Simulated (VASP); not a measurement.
Runs of VASP 6.6.1 on Be2Si. The structure is that of space group Fm-3m (No. 225), or close to it. The cells are those of the table. 

```csv
level,spin,cell,k mesh,smearing,gap on the mesh (eV),pressure (GPa)
PBE,off,"a = 3.734 Å, angles 60.0°, 3 atoms",8 × 8 × 8,tetrahedron,none,0.2
PBE,off,"a = 3.734 Å, angles 60.0°, 3 atoms",8 × 8 × 8,fermi-dirac 0.136057 eV,none,0.3
PBE,off,"a = 3.734 Å, angles 60.0°, 3 atoms",8 × 8 × 8,gaussian 0.272114 eV,none,0.2
PBE,off,"a = 3.486 Å, angles 60.0°, 3 atoms",8 × 8 × 8,gaussian 0.1 eV,none,(a)
PBEsol,off,"a = 3.734 Å, angles 60.0°, 3 atoms",8 × 8 × 8,methfessel-paxton 0.11 eV,none,-0.9
PBE,off,"a = 3.734 Å, angles 60.0°, 3 atoms",8 × 8 × 8,fermi-dirac 0.025852 eV,none,0.2
RPBE,collinear,"a = 3.734 Å, angles 60.0°, 3 atoms","2 × 2 × 2, shifted",methfessel-paxton 0.22 eV,(b),4.1
```

Alike in all rows: task single point; potentials or basis VASP PAW PBE potentials, release 64 (Be, Si); cutoff (eV) 600.

Q: Fill in the values left out.

A: (a) 29.7; (b) 0.40.

Caveats: the cell stands under pressure (at least some runs); the PAW data sets were made with another functional, which shifts forces and pressure a little (at least some runs); tetrahedron occupations give inexact forces and stress in metals (at least some runs); so wide a smearing shifts energies and pressures (at least some runs); a shifted mesh leaves out Γ, where band edges can lie (at least some runs).

A k mesh can miss the band edges.

A gap of «none» marks levels without a gap at the run's occupations.
